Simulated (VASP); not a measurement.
# CO2 (Pbca) in VASP: notebook, part 2 of 2

VASP 6.6.1.

### 3 Single point, PBE (engineering shear strain xz +0.0000, normal strain along z -0.0300)

INCAR

```
SYSTEM = CO2
ALGO     = Normal         ! electronic algorithm
EDIFF    = 1E-6           ! SCF threshold, eV
ENCUT    = 520            ! plane-wave cutoff, eV
GGA      = PE             ! functional
ISIF     = 2              ! what is computed and relaxed
ISMEAR   = 0              ! smearing method
LASPH    = .TRUE.         ! aspherical terms in the spheres
LCHARG   = .FALSE.        ! write CHGCAR
LREAL    = .FALSE.        ! projectors in reciprocal space
LWAVE    = .FALSE.        ! write WAVECAR
NBANDS   = 44             ! bands
NELM     = 100            ! most SCF steps
PREC     = Accurate       ! precision mode
SIGMA    = 0.05           ! smearing width, eV
```

KPOINTS

```
k-points
0
G
  4 4 4
  0 0 0
```

POSCAR

```
CO2
1.0
    6.0577362522      0.0000000000      0.0000000000
    0.0000000000      6.0577362522      0.0000000000
    0.0000000000      0.0000000000      5.8760041646
C O
4 8
Direct
    0.0000000000      0.0000000000      0.0000000000
    0.5000000000      0.0000000000      0.5000000000
    0.5000000000      0.5000000000      0.0000000000
    0.0000000000      0.5000000000      0.5000000000
    0.1114834447      0.1114834447      0.1114834447
    0.3885165553      0.8885165553      0.6114834447
    0.6114834447      0.3885165553      0.8885165553
    0.8885165553      0.6114834447      0.3885165553
    0.8885165553      0.8885165553      0.8885165553
    0.6114834447      0.1114834447      0.3885165553
    0.3885165553      0.6114834447      0.1114834447
    0.1114834447      0.3885165553      0.6114834447
```

Potentials or basis: VASP PAW PBE potentials, release 64 (C, O).

On the command line:

```
> cat potpaw_PBE.64/C/POTCAR potpaw_PBE.64/O/POTCAR > POTCAR
> mpirun -np 1 vasp_std > vasp.out
```

OUTCAR:

```text
SYSTEM = CO2
   EDIFF = 1E-6
   ENCUT = 520
   GGA = PE
   ISIF = 2
   ISMEAR = 0
   LASPH = .TRUE.
   LREAL = .FALSE.
   NELM = 100
   PREC = Accurate

 ion  position               nearest neighbor table
   1  0.000  0.000  0.000-   5 1.16   9 1.16
   2  0.500  0.000  0.500-   6 1.16  10 1.16
   3  0.500  0.500  0.000-   7 1.16  11 1.16
   4  0.000  0.500  0.500-   8 1.16  12 1.16
   5  0.111  0.111  0.111-   1 1.16
   6  0.389  0.889  0.611-   2 1.16
   7  0.611  0.389  0.889-   3 1.16
   8  0.889  0.611  0.389-   4 1.16
[... 1357 lines left out ...]
  external PRESSURE =      42.1604895 kB  Pullay stress =       0.0000000 kB

 VOLUME and BASIS-vectors are now :
 -----------------------------------------------------------------------------
  energy-cutoff  :      520.00
  volume of cell :      215.63
      direct lattice vectors                 reciprocal lattice vectors
     6.057736252  0.000000000  0.000000000     0.165078168  0.000000000  0.000000000
     0.000000000  6.057736252  0.000000000     0.000000000  0.165078168  0.000000000
     0.000000000  0.000000000  5.876004165     0.000000000  0.000000000  0.170183678

 POSITION                                       TOTAL-FORCE (eV/Angst)
 -----------------------------------------------------------------------------------
      0.00000      0.00000      0.00000         0.000000     -0.000000     -0.000000
      3.02887      0.00000      2.93800         0.000000     -0.000000     -0.000000
      3.02887      3.02887      0.00000         0.000000     -0.000000     -0.000000
      0.00000      3.02887      2.93800         0.000000     -0.000000     -0.000000
      0.67534      0.67534      0.65508         1.116667      1.112408      1.086104
      2.35353      5.38240      3.59308        -1.116667     -1.112408      1.086104
      3.70421      2.35353      5.22093         1.116667     -1.112408     -1.086104
      5.38240      3.70421      2.28292        -1.116667      1.112408     -1.086104
      5.38240      5.38240      5.22093        -1.116667     -1.112408     -1.086104
      3.70421      0.67534      2.28292         1.116667      1.112408     -1.086104
      2.35353      3.70421      0.65508        -1.116667      1.112408      1.086104
      0.67534      2.35353      3.59308         1.116667     -1.112408      1.086104
 -----------------------------------------------------------------------------------
    total drift:                               -0.000000      0.000000      0.000000

  FREE ENERGIE OF THE ION-ELECTRON SYSTEM (eV)
  ---------------------------------------------------
  free  energy   TOTEN  =       -92.1480779765 eV

  energy  without entropy=      -92.1480779765  energy(sigma->0) =      -92.14807798
```

OSZICAR:

```text
N       E                     dE             d eps       ncg     rms          rms(c)
DAV:   1     0.437430382533E+03    0.43743E+03   -0.32376E+04  2392   0.129E+03
DAV:   2    -0.623981680116E+02   -0.49983E+03   -0.48746E+03  3148   0.312E+02
DAV:   3    -0.985039898588E+02   -0.36106E+02   -0.35863E+02  2848   0.890E+01
DAV:   4    -0.989915163847E+02   -0.48753E+00   -0.48557E+00  2768   0.114E+01
DAV:   5    -0.989999896707E+02   -0.84733E-02   -0.84711E-02  2740   0.146E+00    0.195E+01
DAV:   6    -0.927126468274E+02    0.62873E+01   -0.19194E+01  2728   0.226E+01    0.891E+00
DAV:   7    -0.922711339049E+02    0.44151E+00   -0.10210E+00  2676   0.528E+00    0.500E+00
DAV:   8    -0.921628534832E+02    0.10828E+00   -0.75906E-01  2712   0.403E+00    0.111E+00
DAV:   9    -0.921468794157E+02    0.15974E-01   -0.61418E-02  2604   0.134E+00    0.438E-01
DAV:  10    -0.921477468747E+02   -0.86746E-03   -0.10443E-02  2868   0.473E-01    0.842E-02
DAV:  11    -0.921480163260E+02   -0.26945E-03   -0.31043E-04  2624   0.976E-02    0.369E-02
DAV:  12    -0.921480774881E+02   -0.61162E-04   -0.60381E-05  2792   0.409E-02    0.521E-03
DAV:  13    -0.921480779765E+02   -0.48844E-06   -0.12138E-06  1924   0.713E-03
   1 F= -.92148078E+02 E0= -.92148078E+02  d E =-.594101E-17
```

It took 5.3 min on 1 thread of Oxide Virtual Turin-like, shared host; peak memory 0.37 GiB.

Results:

```
Free energy            : -92.1481 eV
Pressure               : 4.2 GPa
Largest force          : 1.914 eV/Å
Band gap on the k mesh : 6.70 eV, direct
```

Forces in eV/Å, atoms in the order of the input:
```
C    0.000  0.000  0.000
C    0.000  0.000  0.000
C    0.000  0.000  0.000
C    0.000  0.000  0.000
O    1.117  1.112  1.086
O   -1.117 -1.112  1.086
O    1.117 -1.112 -1.086
O   -1.117  1.112 -1.086
O   -1.117 -1.112 -1.086
O    1.117  1.112 -1.086
O   -1.117  1.112  1.086
O    1.117 -1.112  1.086
```

Caveat: the cell differs from its parent crystal (engineering shear strain xz +0.0000, normal strain along z -0.0300); forces of over 1 eV/Å act on the atoms, so gaps and moduli don't describe the material at rest. A k mesh can miss the band edges.

### 4 Single point, PBE (engineering shear strain xz +0.0000, normal strain along z -0.0200)

INCAR

```
ALGO     = Normal         # electronic algorithm
EDIFF    = 1E-6           # SCF threshold, eV
ENCUT    = 520            # plane-wave cutoff, eV
GGA      = PE             # functional
ISIF     = 2              # what is computed and relaxed
ISMEAR   = 0              # smearing method
LASPH    = True           # aspherical terms in the spheres
LCHARG   = False          # write CHGCAR
LREAL    = False          # projectors in reciprocal space
LWAVE    = False          # write WAVECAR
NBANDS   = 44             # bands
NELM     = 60             # most SCF steps
PREC     = Accurate       # precision mode
SIGMA    = 0.05           # smearing width, eV
```

KPOINTS

```
k-points
0
Gamma
  4 4 4
```

Changes to POSCAR since step 3:

```diff
@@ -4,3 +4,3 @@
     0.0000000000      6.0577362522      0.0000000000
-    0.0000000000      0.0000000000      5.8760041646
+    0.0000000000      0.0000000000      5.9365815272
 C O
```

On the command line:

```
> cat potpaw_PBE.64/C/POTCAR potpaw_PBE.64/O/POTCAR > POTCAR
> mpirun -np 1 vasp_std > vasp.out
```

It took 5.2 min on 1 thread of Oxide Virtual Turin-like, shared host; peak memory 0.39 GiB.

Results (log left out):

```yaml
Free_energy: -92.2014 eV
Pressure: 3.2 GPa
Largest_force: 1.480 eV/Å
Band_gap_on_the_k_mesh: 6.67 eV, direct
```

Forces in eV/Å, atoms in the order of the input:
```
C    0.000  0.000  0.000
C    0.000  0.000  0.000
C    0.000  0.000  0.000
C    0.000  0.000  0.000
O    0.861  0.858  0.845
O   -0.861 -0.858  0.845
O    0.861 -0.858 -0.845
O   -0.861  0.858 -0.845
O   -0.861 -0.858 -0.845
O    0.861  0.858 -0.845
O   -0.861  0.858  0.845
O    0.861 -0.858  0.845
```

Levels at points of the mesh, in eV from the valence-band top:
```csv
k point,band 29,band 30,band 31,band 32,band 33,band 34,band 35,band 36
"(0.00, 0.00, 0.00)",-0.12,-0.12,-0.03,0.00,6.67,8.31,8.32,8.34
"(0.50, 0.00, 0.00)",-0.19,-0.19,-0.06,-0.06,7.95,7.95,8.24,8.24
"(0.00, 0.50, 0.00)",-0.19,-0.19,-0.06,-0.06,7.95,7.95,8.26,8.26
"(0.50, 0.50, 0.00)",-0.18,-0.18,-0.18,-0.18,8.22,8.22,8.22,8.22
"(0.00, 0.00, 0.50)",-0.18,-0.18,-0.07,-0.07,8.01,8.01,8.26,8.26
"(0.50, 0.00, 0.50)",-0.18,-0.18,-0.18,-0.18,8.22,8.22,8.22,8.22
"(0.00, 0.50, 0.50)",-0.17,-0.17,-0.17,-0.17,8.22,8.22,8.22,8.22
"(0.50, 0.50, 0.50)",-0.19,-0.19,-0.19,-0.19,8.29,8.29,8.29,8.29
```

Caveat: the cell differs from its parent crystal (engineering shear strain xz +0.0000, normal strain along z -0.0200); forces of over 1 eV/Å act on the atoms, so gaps and moduli don't describe the material at rest.

### 5 The runs side by side

| cell | gap on the mesh (eV) | pressure (GPa) | largest force (eV/Å) |
| --- | --- | --- | --- |
| a = 6.058, b = 6.058, c = 5.815 Å, 12 atoms | 6.72 | 5.3 | 2.36 |
| a = 6.058, b = 6.058, c = 5.876 Å, 12 atoms | 6.70 | 4.2 | 1.91 |
| a = 6.058, b = 6.058, c = 5.937 Å, 12 atoms | 6.67 | 3.2 | 1.48 |

Alike in all rows: task single point; level PBE; potentials or basis VASP PAW PBE potentials, release 64 (C, O); no spin polarisation; k mesh 4 × 4 × 4; cutoff (eV) 520; smearing gaussian 0.05 eV.

Caveats: forces of over 1 eV/Å act on the atoms, so gaps and moduli don't describe the material at rest.

Total energies depend on the potentials used, so only differences within one code and one set of settings carry meaning.
